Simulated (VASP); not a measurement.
# WSe2 in VASP: notebook

Runs on WSe2. Level: LDA. Tasks: single point.

All numbers are computed with VASP 6.6.1; they aren't measurements. Logs are shortened: lines on timing, memory, paths and dates and some standing lists are left out, and cuts for length are marked.

## (1) The cell of the first run

The cell holds a slab with vacuum, 3 atoms: a = 3.318 Å, b = 3.318 Å, c = 16.658 Å, α = 90.00°, β = 90.00°, γ = 120.00°.

## (2) Single point, LDA (mode 4 (168.4 1/cm) frozen in, largest displacement +0.113 Å)

Contents of INCAR:

```
PREC = Accurate ; ENCUT = 520
EDIFF = 1E-6 ; ISMEAR = 0
SIGMA = 0.05 ; LREAL = F
LASPH = T ; NELM = 100
ALGO = Normal ; ISIF = 2
LWAVE = F ; LCHARG = F
GGA = CA ; NBANDS = 20
```

Contents of KPOINTS:

```
regular mesh
0
Gamma
  12 12 2
```

Contents of POSCAR:

```
WSe2
1.0
    3.3179375931      0.0000000000      0.0000000000
   -1.6589687966      2.8734182438      0.0000000000
    0.0000000000      0.0000000000     16.6581424200
W Se
1 2
Direct
    0.0000000000      0.0000000000      0.0000000000
    0.3711512374      0.6943512939      0.0997865200
    0.2955154293      0.6389820395      0.9002134800
```

Potentials or basis: VASP PAW LDA potentials, release 64 (W_sv, Se).

Launch:

```bash
$ cat potpaw_LDA.64/W_sv/POTCAR potpaw_LDA.64/Se/POTCAR > POTCAR
$ mpirun -np 1 vasp_std > vasp.out
```

OUTCAR:

```text
PREC = Accurate
   ENCUT = 520
   EDIFF = 1E-6
   ISMEAR = 0
   LREAL = F
   LASPH = T
   NELM = 100
   ISIF = 2
   GGA = CA

 ion  position               nearest neighbor table
   1  0.000  0.000  0.000-   2 2.46   3 2.48   3 2.52   2 2.56   2 2.60   3 2.62
   2  0.371  0.694  0.100-   1 2.46   1 2.56   1 2.60
   3  0.296  0.639  0.900-   1 2.48   1 2.52   1 2.62

  LATTYP: Found a hexagonal cell.
 ALAT       =     3.3179375931
 C/A-ratio  =     5.0206316281

  Lattice vectors:

 A1 = (   3.3179375931,   0.0000000000,   0.0000000000)
 A2 = (  -1.6589687966,   2.8734182438,   0.0000000000)
 A3 = (   0.0000000000,   0.0000000000,  16.6581424200)

Analysis of symmetry for initial positions (statically):
=====================================================================
 Subroutine PRICEL returns:
 Original cell was already a primitive cell.

 Routine SETGRP: Setting up the symmetry group for a
 hexagonal supercell.

 Subroutine GETGRP returns: Found  1 space group operations
 (whereof  1 operations were pure point group operations)
 out of a pool of 24 trial point group operations.

The static configuration has the point symmetry C_1 .

Analysis of symmetry for dynamics (positions and initial velocities):
=====================================================================
 Subroutine PRICEL returns:
 Original cell was already a primitive cell.

 Routine SETGRP: Setting up the symmetry group for a
 hexagonal supercell.

 Subroutine GETGRP returns: Found  1 space group operations
 (whereof  1 operations were pure point group operations)
 out of a pool of 24 trial point group operations.

The dynamic configuration has the point symmetry C_1 .

 Subroutine INISYM returns: Found  1 space group operations
 (whereof  1 operations are pure point group operations),
 and found     1 'primitive' translations

----------------------------------------------------------------------------------------

                                     Primitive cell

  volume of cell :     158.8158

  direct lattice vectors                    reciprocal lattice vectors
     3.317937593  0.000000000  0.000000000     0.301392046  0.174008779  0.000000000
    -1.658968797  2.873418244  0.000000000     0.000000000  0.348017558  0.000000000
     0.000000000  0.000000000 16.658142420     0.000000000  0.000000000  0.060030703

  length of vectors
     3.317937593  3.317937593 16.658142420     0.348017558  0.348017558  0.060030703

  position of ions in fractional coordinates (direct lattice)
     0.000000000  0.000000000  0.000000000
     0.371151237  0.694351294  0.099786520
     0.295515429  0.638982040  0.900213480

  ion indices of the primitive-cell ions
   primitive index   ion index
                 1           1
                 2           2
                 3           3

----------------------------------------------------------------------------------------

 KPOINTS: regular mesh

Automatic generation of k-mesh.
 Grid dimensions read from file:
 generate k-points for:   12   12    2

 Generating k-lattice:

  Cartesian coordinates                     Fractional coordinates (reciprocal lattice)
     0.025116004  0.014500732  0.000000000     0.083333333  0.000000000  0.000000000
     0.000000000  0.029001463  0.000000000     0.000000000  0.083333333  0.000000000
     0.000000000  0.000000000  0.030015351     0.000000000  0.000000000  0.500000000

  Length of vectors
     0.029001463  0.029001463  0.030015351

  Shift w.r.t. Gamma in fractional coordinates (k-lattice)
     0.000000000  0.000000000  0.000000000

 Subroutine IBZKPT returns following result:
 ===========================================

 Found    148 irreducible k-points:

 Following reciprocal coordinates:
            Coordinates               Weight
  0.000000  0.000000  0.000000      1.000000
  0.083333  0.000000  0.000000      2.000000
  0.000000  0.083333  0.000000      2.000000
 -0.083333  0.083333  0.000000      2.000000
  0.166667  0.000000  0.000000      2.000000
  0.000000  0.166667  0.000000      2.000000
[... 16 lines left out ...]
  0.166667  0.083333  0.000000      2.000000
 -0.083333  0.250000  0.000000      2.000000
 [... further k-points ...]
   k-points           NKPTS =    148   k-points in BZ     NKDIM =    148   number of bands    NBANDS=     20
   number of dos      NEDOS =    301   number of ions     NIONS =      3
   total plane-waves  NPLWV =  98784
   dimension x,y,z NGX =    28 NGY =   28 NGZ =  126
   dimension x,y,z NGXF=    56 NGYF=   56 NGZF=  252
   ions per type =               1   2
   NGX,Y,Z   is equivalent  to a cutoff of  14.03, 14.03, 12.57 a.u.
   NGXF,Y,Z  is equivalent  to a cutoff of  28.06, 28.06, 25.15 a.u.
 SYSTEM =  unknown system
   PREC   = accura    normal or accurate (medium, high low for compatibility)
   ISTART =      0    job   : 0-new  1-cont  2-samecut
   ICHARG =      2    charge: 1-file 2-atom 10-const
   ISPIN  =      1    spin polarized calculation?
   LNONCOLLINEAR =      F non collinear calculations
   LSORBIT =      F    spin-orbit coupling
   LASPH  =      T    aspherical Exc in radial PAW
   ENCUT  =  520.0 eV  38.22 Ry    6.18 a.u.   6.17  6.17 30.97*2*pi/ulx,y,z
   NELM   =    100;   NELMIN=  2; NELMDL= -5     # of ELM steps
   EDIFF  = 0.1E-05   stopping-criterion for ELM
   LREAL  =      F    real-space projection
   EDIFFG = 0.1E-04   stopping-criterion for IOM
   NSW    =      0    number of steps for IOM
   IBRION =     -1    ionic relax: 0-MD 1-quasi-New 2-CG
   NFREE  =      0    steps in history (QN), initial steepest desc. (CG)
   ISIF   =      2    stress and relaxation
   ISYM   =      2    0-nonsym 1-usesym 2-fastsym
   POTIM  = 0.5000    time-step for ionic-motion
   TEBEG  =    0.0;   TEEND  =   0.0 temperature during run
   PSTRESS=    0.0 pullay stress
   NELECT =      26.0000    total number of electrons
   NUPDOWN=      -1.0000    fix difference up-down
   EMIN   =  10.00;   EMAX   =-10.00  energy-range for DOS
   EFERMI =   0.00;   METHOD = LEGACY
   ISMEAR =     0;   SIGMA  =   0.05  broadening in eV -4-tet -1-fermi 0-gaus
   EFERMI_NEDOS =   21; number of points for ismear=-14 and -15
   IALGO  =     38    algorithm
   IMIX   =      4    mixing-type and parameters
     AMIX     =   0.40;   BMIX     =  1.00
     AMIX_MAG =   1.60;   BMIX_MAG =  1.00
  volume/ion in A,a.u.               =      52.94       357.25
  Fermi-wavevector in a.u.,A,eV,Ry     =   0.895574  1.692389 10.912587  0.802053
  Thomas-Fermi vector in A             =   2.017923
   LORBIT       =      0    0 simple, 1 ext, 2 COOP (PROOUT), +10 PAW based schemes
   GGA     = CA    functional components
   LHFCALC =     F    Hartree Fock is set to
   AEXX    =    0.0000 exact exchange contribution
   IVDW    =     0    specifies the selected vdW correction
   LEPSILON=     F    determine dielectric tensor
   LRPA    =     F    only Hartree local field effects (RPA)
 non-spin polarized calculation
 Gauss-broadening in eV      SIGMA  =   0.05
  energy-cutoff  :      520.00
  volume of cell :      158.82
 maximum number of plane-waves:      4302
 NGX is ok and might be reduce to    28
   NGX = 13   NGY = 13   NGZ = 61

 number of electron      25.9999999 magnetization

 Free energy of the ion-electron system (eV)
  ---------------------------------------------------
  ext. energy  EPLUGINS =         0.00000000
  ---------------------------------------------------
  free energy    TOTEN  =       -23.97827605 eV

  energy without entropy =      -23.97827605  energy(sigma->0) =      -23.97827605

 E-fermi :  -0.6694     XC(G=0):  -4.8671

 val. band max:       -1.0642865680   @ k =   0.3333   0.3333   0.0000
 cond. band min:       0.4308048394   @ k =   0.3333   0.3333   0.5000
 fundamental gap:      1.4950914075
 Fermi energy:        -0.6694484206

 k-point     1 :       0.0000    0.0000    0.0000
  band No.  band energies     occupation
      1     -74.6572      2.00000
      2     -39.1525      2.00000
      3     -39.0400      2.00000
      4     -39.0365      2.00000
      5     -15.7841      2.00000
      6     -14.4999      2.00000
[... 12 lines left out ...]
     19       4.1045      0.00000
     20       4.3049      0.00000

 k-point     2 :       0.0833    0.0000    0.0000
  band No.  band energies     occupation
      1     -74.6565      2.00000
      2     -39.1497      2.00000
      3     -39.0546      2.00000
      4     -39.0401      2.00000
      5     -15.6828      2.00000
      6     -14.4508      2.00000
[... 12 lines left out ...]
     19       4.2435      0.00000
     20       4.6112      0.00000

 k-point     3 :       0.0000    0.0833    0.0000
  band No.  band energies     occupation
      1     -74.6565      2.00000
      2     -39.1497      2.00000
      3     -39.0533      2.00000
      4     -39.0415      2.00000
      5     -15.6827      2.00000
      6     -14.4509      2.00000
[... 12 lines left out ...]
     19       4.2444      0.00000
     20       4.6161      0.00000

 k-point     4 :      -0.0833    0.0833    0.0000
  band No.  band energies     occupation
      1     -74.6565      2.00000
      2     -39.1497      2.00000
      3     -39.0516      2.00000
      4     -39.0432      2.00000
      5     -15.6827      2.00000
      6     -14.4510      2.00000
[... 12 lines left out ...]
     19       4.2453      0.00000
     20       4.6208      0.00000

 k-point     5 :       0.1667    0.0000    0.0000
  band No.  band energies     occupation
      1     -74.6548      2.00000
      2     -39.1420      2.00000
      3     -39.0947      2.00000
      4     -39.0496      2.00000
      5     -15.3927      2.00000
      6     -14.3110      2.00000
[... 12 lines left out ...]
     19       4.6222      0.00000
     20       5.2919      0.00000
[... 353 lines left out ...]
      6     -14.3566      2.00000
[... 12 lines left out ...]
     19       4.5046      0.00000
     20       5.1580      0.00000

 k-point    22 :      -0.1667    0.0833    0.0000
  band No.  band energies     occupation
      1     -74.6554      2.00000
      2     -39.1444      2.00000
      3     -39.0799      2.00000
      4     -39.0488      2.00000
      5     -15.4868      2.00000
      6     -14.3564      2.00000
[... 12 lines left out ...]
     19       4.5041      0.00000
     20       5.1503      0.00000

 k-point    23 :       0.1667    0.0833    0.0000
  band No.  band energies     occupation
      1     -74.6533      2.00000
      2     -39.1356      2.00000
      3     -39.1265      2.00000
      4     -39.0602      2.00000
      5     -15.1233      2.00000
      6     -14.1818      2.00000
[... 12 lines left out ...]
     19       4.9800      0.00000
     20       5.7549      0.00000

 k-point    24 :      -0.0833    0.2500    0.0000
  band No.  band energies     occupation
      1     -74.6533      2.00000
      2     -39.1354      2.00000
      3     -39.1241      2.00000
      4     -39.0630      2.00000
      5     -15.1226      2.00000
      6     -14.1825      2.00000
[... 12 lines left out ...]
     19       4.9800      0.00000
     20       5.7726      0.00000

 [... further k-points ...]

------------------------ aborting loop because EDIFF is reached ----------------------------------------

  FORCE on cell =-STRESS in cart. coord.  units (eV):
  Direction    XX          YY          ZZ          XY          YZ          ZX
  --------------------------------------------------------------------------------------
  -------------------------------------------------------------------------------------
  Total       -2.0118278     -2.0127784     -0.6520024      0.0127480     -2.1957572     -2.1957979
  in kB      -20.2958741    -20.3054635     -6.5775797      0.1286057    -22.1514051    -22.1518156
  external PRESSURE =     -15.7263058 kB  Pullay stress =       0.0000000 kB

 VOLUME and BASIS-vectors are now :
 -----------------------------------------------------------------------------
  energy-cutoff  :      520.00
  volume of cell :      158.82
      direct lattice vectors                 reciprocal lattice vectors
     3.317937593  0.000000000  0.000000000     0.301392046  0.174008779  0.000000000
    -1.658968797  2.873418244  0.000000000     0.000000000  0.348017558  0.000000000
     0.000000000  0.000000000 16.658142420     0.000000000  0.000000000  0.060030703

 POSITION                                       TOTAL-FORCE (eV/Angst)
 -----------------------------------------------------------------------------------
      0.00000      0.00000      0.00000         0.168928      0.000017     -0.015370
      0.07955      1.99516      1.66226        -0.745009     -0.660540     -0.184875
     -0.07955      1.83606     14.99588         0.576082      0.660523      0.200245
 -----------------------------------------------------------------------------------
    total drift:                                0.000171      0.000103      0.000001

  FREE ENERGIE OF THE ION-ELECTRON SYSTEM (eV)
  ---------------------------------------------------
  free  energy   TOTEN  =       -23.9782760471 eV

  energy  without entropy=      -23.9782760471  energy(sigma->0) =      -23.97827605
```

It took 4.9 min on 1 thread of Intel Xeon 6975P-C (Granite Rapids), shared host; peak memory 0.58 GiB.

What came out:

* Free energy: -23.9783 eV
* Largest force: 1.013 eV/Å
* Band gap on the k mesh: 1.50 eV, direct

Forces on the atoms (eV/Å):
```
W    0.169  0.000 -0.015
Se  -0.745 -0.661 -0.185
Se   0.576  0.661  0.200
```

Levels at points of the mesh, in eV from the valence-band top:
```tsv
k point	band 10	band 11	band 12	band 13	band 14	band 15	band 16	band 17
(0.00, 0.00, 0.00)	-1.94	-1.33	-1.29	-0.23	2.75	2.79	3.21	3.25
(0.50, 0.00, 0.00)	-3.03	-2.10	-0.93	-0.87	2.29	2.69	3.60	4.34
(0.00, 0.50, 0.00)	-3.02	-2.09	-0.92	-0.89	2.29	2.69	3.63	4.17
(0.50, 0.50, 0.00)	-3.01	-2.07	-0.91	-0.91	2.30	2.68	3.67	4.05
(0.00, 0.00, 0.50)	-1.94	-1.33	-1.29	-0.23	2.75	2.79	3.21	3.25
(0.50, 0.00, 0.50)	-3.03	-2.10	-0.93	-0.87	2.29	2.69	3.60	4.34
(0.00, 0.50, 0.50)	-3.02	-2.09	-0.92	-0.89	2.29	2.69	3.63	4.17
(0.50, 0.50, 0.50)	-3.01	-2.07	-0.91	-0.91	2.30	2.68	3.67	4.05
```

Caveat: the cell differs from its parent crystal (mode 4 (168.4 1/cm) frozen in, largest displacement +0.113 Å); spin-orbit coupling is left out, which moves the levels of the heavy elements.

## (3) Single point, LDA (mode 4 (168.4 1/cm) frozen in, largest displacement +0.037 Å)

Contents of INCAR:

```
ALGO = Normal
EDIFF = 1E-7
ENCUT = 520
ISIF = 2
ISMEAR = 0
LASPH = T
LCHARG = F
LREAL = F
LWAVE = F
NBANDS = 20
NELM = 80
PREC = Accurate
SIGMA = 0.05
```

Contents of KPOINTS:

```
k-points
0
Gamma
  12 12 2
```

Contents of POSCAR:

```
WSe2
1.0
    3.3179375931      0.0000000000      0.0000000000
   -1.6589687966      2.8734182438      0.0000000000
    0.0000000000      0.0000000000     16.6581424200
W Se
1 2
Direct
    0.0000000000      0.0000000000      0.0000000000
    0.3459393014      0.6758948757      0.0997865200
    0.3207273653      0.6574384576      0.9002134800
```

Potentials or basis: VASP PAW LDA potentials, release 64 (W_sv, Se).

Launch:

```bash
$ cat potpaw_LDA.64/W_sv/POTCAR potpaw_LDA.64/Se/POTCAR > POTCAR
$ mpirun -np 1 vasp_std > vasp.out
```

OUTCAR:

```text
EDIFF = 1E-7
   ENCUT = 520
   ISIF = 2
   ISMEAR = 0
   LASPH = T
   LREAL = F
   NELM = 80
   PREC = Accurate

 ion  position               nearest neighbor table
   1  0.000  0.000  0.000-   2 2.51   3 2.52   3 2.53   2 2.54   2 2.56   3 2.56
   2  0.346  0.676  0.100-   1 2.51   1 2.54   1 2.56
   3  0.321  0.657  0.900-   1 2.52   1 2.53   1 2.56

  LATTYP: Found a hexagonal cell.
 ALAT       =     3.3179375931
 C/A-ratio  =     5.0206316281

  Lattice vectors:

 A1 = (   3.3179375931,   0.0000000000,   0.0000000000)
 A2 = (  -1.6589687966,   2.8734182438,   0.0000000000)
 A3 = (   0.0000000000,   0.0000000000,  16.6581424200)

Analysis of symmetry for initial positions (statically):
=====================================================================
 Subroutine PRICEL returns:
 Original cell was already a primitive cell.

 Routine SETGRP: Setting up the symmetry group for a
 hexagonal supercell.

[... 157 lines left out ...]
   NGX = 13   NGY = 13   NGZ = 61

 number of electron      25.9999999 magnetization

 Free energy of the ion-electron system (eV)
  ---------------------------------------------------
  ext. energy  EPLUGINS =         0.00000000
  ---------------------------------------------------
  free energy    TOTEN  =       -24.07176703 eV

  energy without entropy =      -24.07176703  energy(sigma->0) =      -24.07176703

 E-fermi :  -0.6619     XC(G=0):  -4.8647

 val. band max:       -1.0795975074   @ k =   0.3333   0.3333   0.0000
 cond. band min:       0.4340814979   @ k =   0.3333   0.3333   0.5000
 fundamental gap:      1.5136790052
 Fermi energy:        -0.6619331562

 k-point     1 :       0.0000    0.0000    0.0000
  band No.  band energies     occupation
      1     -74.6599      2.00000
      2     -39.1506      2.00000
      3     -39.0377      2.00000
      4     -39.0373      2.00000
      5     -15.7792      2.00000
      6     -14.4956      2.00000
[... 541 lines left out ...]
     19       4.9774      0.00000
     20       5.7589      0.00000

 [... further k-points ...]
[... 5 lines left out ...]
  --------------------------------------------------------------------------------------
  -------------------------------------------------------------------------------------
  Total       -2.1355977     -2.1355593     -1.0560029      0.0014539     -0.7331618     -0.7331519
  in kB      -21.5444988    -21.5441119    -10.6532487      0.0146673     -7.3963381     -7.3962387
  external PRESSURE =     -17.9139531 kB  Pullay stress =       0.0000000 kB

 VOLUME and BASIS-vectors are now :
 -----------------------------------------------------------------------------
  energy-cutoff  :      520.00
  volume of cell :      158.82
      direct lattice vectors                 reciprocal lattice vectors
     3.317937593  0.000000000  0.000000000     0.301392046  0.174008779  0.000000000
    -1.658968797  2.873418244  0.000000000     0.000000000  0.348017558  0.000000000
     0.000000000  0.000000000 16.658142420     0.000000000  0.000000000  0.060030703

 POSITION                                       TOTAL-FORCE (eV/Angst)
 -----------------------------------------------------------------------------------
      0.00000      0.00000      0.00000         0.018824     -0.000039     -0.000568
      0.02652      1.94213      1.66226        -0.229967     -0.220552     -0.313777
     -0.02652      1.88910     14.99588         0.211143      0.220591      0.314345
 -----------------------------------------------------------------------------------
    total drift:                               -0.000062      0.000118     -0.000006

  FREE ENERGIE OF THE ION-ELECTRON SYSTEM (eV)
  ---------------------------------------------------
  free  energy   TOTEN  =       -24.0717670265 eV

  energy  without entropy=      -24.0717670265  energy(sigma->0) =      -24.07176703
```

OSZICAR:

```text
N       E                     dE             d eps       ncg     rms          rms(c)
DAV:   1     0.165586059795E+03    0.16559E+03   -0.11947E+04  7088   0.110E+03
DAV:   2    -0.118396438201E+02   -0.17743E+03   -0.17175E+03  7632   0.256E+02
DAV:   3    -0.248990392953E+02   -0.13059E+02   -0.12956E+02  8024   0.638E+01
[... 14 lines left out ...]
DAV:  18    -0.240717633894E+02   -0.24936E-04   -0.17484E-06  6704   0.459E-03    0.139E-03
DAV:  19    -0.240717651654E+02   -0.17760E-05   -0.44616E-08  6660   0.730E-04    0.978E-04
DAV:  20    -0.240717666978E+02   -0.15324E-05   -0.50461E-08  5220   0.700E-04    0.535E-04
DAV:  21    -0.240717669848E+02   -0.28705E-06   -0.10500E-08  5276   0.472E-04    0.158E-04
DAV:  22    -0.240717670265E+02   -0.41685E-07   -0.91663E-10  4568   0.118E-04
   1 F= -.24071767E+02 E0= -.24071767E+02  d E =-.194354E-33
```

stdout:

```text
POSCAR found type information on POSCAR W Se
 POSCAR found :  2 types and       3 ions
 scaLAPACK will be used
 LDA part: xc-table for (Slater(with rela. corr.)+CA(PZ))
 , standard interpolation
 POSCAR, INCAR and KPOINTS ok, starting setup
 FFT: planning ... GRIDC
 FFT: planning ... GRID_SOFT
 FFT: planning ... GRID
 WAVECAR not read
 entering main loop
```

Run time: 5.1 min. Hardware: 1 thread of Intel Xeon 6975P-C (Granite Rapids), shared host; peak memory 0.58 GiB.

Results:

```
Free energy            : -24.0718 eV
Largest force          : 0.447 eV/Å
Band gap on the k mesh : 1.51 eV, direct
```

Forces on the atoms (eV/Å):
```
W    0.019  0.000 -0.001
Se  -0.230 -0.221 -0.314
Se   0.211  0.221  0.314
```

Caveat: the cell differs from its parent crystal (mode 4 (168.4 1/cm) frozen in, largest displacement +0.037 Å); spin-orbit coupling is left out, which moves the levels of the heavy elements.

[end of part 1 of 2]
